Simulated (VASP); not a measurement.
Write the native input for VASP 6.6.1 that does the following.

| Item | Value |
| --- | --- |
| Task | relaxation of shape and atoms at fixed volume |
| Functional | PBE |
| Potentials or basis | VASP PAW PBE potentials, release 64 (Ti_sv, B) |
| Cutoff | 600 eV |
| k mesh | 15 × 15 × 14 |
| Occupations | gaussian, width 0.1 eV |
| Spin | no spin polarisation |
| Dipole correction | no |
| Further INCAR settings | ALGO = Normal; EDIFF = 1e-06; IBRION = 2; EDIFFG = -0.01; NSW = 50; ISIF = 4 |

The structure of TiB2 lies in POSCAR:

```
TiB2
1.0
    3.0621241355      0.0000000000      0.0000000000
   -1.5310620678      2.6518772909      0.0000000000
    0.0000000000      0.0000000000      3.2553279582
Ti B
1 2
Direct
    0.0000000000      0.0000000000      0.0000000000
    0.3333333333      0.6666666667      0.5000000000
    0.6666666667      0.3333333333      0.5000000000
```

The input as run:

INCAR

```
SYSTEM = TiB2
ALGO = Normal ; EDIFF = 1E-6
EDIFFG = -0.01 ; ENCUT = 600
GGA = PE ; IBRION = 2
ISIF = 4 ; ISMEAR = 0
LASPH = .True. ; LCHARG = .False.
LREAL = .False. ; LWAVE = .False.
NELM = 60 ; NSW = 50
PREC = Accurate ; SIGMA = 0.1
```

KPOINTS

```
k-points
0
Gamma
  15 15 14
  0 0 0
```

Potentials or basis: VASP PAW PBE potentials, release 64 (Ti_sv, B).

The run is started by

```console
$ cat potpaw_PBE.64/Ti_sv/POTCAR potpaw_PBE.64/B/POTCAR > POTCAR
$ mpirun -np 1 vasp_std > vasp.out
```

Results of the run:

- Energy gained by relaxing: 0.1 meV/atom
- Ionic steps: 2
- Pressure after relaxing: -6.8 GPa
- Band gap on the k mesh: zero (bands 9 and 10 overlap by 0.57 eV)

Run time: 62 s on 1 thread of AMD EPYC 9R45 96-Core Processor (Zen 5), with other jobs on the host, peak memory 0.19 GiB.
